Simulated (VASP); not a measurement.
A run of VASP 6.6.1 is set up as follows.

INCAR

```
  ALGO = Normal
  EDIFF = 1E-6
  ENCUT = 520
  GGA = PS
  ISIF = 2
  ISMEAR = -1
  LASPH = True
  LCHARG = True
  LELF = True
  LREAL = False
  LVHAR = True
  LWAVE = False
  NBANDS = 21
  NELM = 80
  PREC = Accurate
  SIGMA = 0.1
```

Contents of KPOINTS:

```
k-points
0
Gamma
  10 10 10
```

POSCAR

```
Sn
1.0
    0.0000000000      2.9719609764      2.9719609764
    2.9719609764      0.0000000000      2.9719609764
    2.9719609764      2.9719609764      0.0000000000
Sn
2
Direct
   -0.1250000000     -0.1250000000     -0.1250000000
    0.1250000000      0.1250000000      0.1250000000
```

Potentials or basis: VASP PAW PBE potentials, release 64 (Sn_d).

Launch:

```sh
$ cat potpaw_PBE.64/Sn_d/POTCAR > POTCAR
$ mpirun -np 1 vasp_std > vasp.out
```

(1) Predict the pressure.

Results:

(1) 23.7 GPa.

Caveat: the cell stands under pressure; the PAW data sets were made with another functional, which shifts forces and pressure a little.
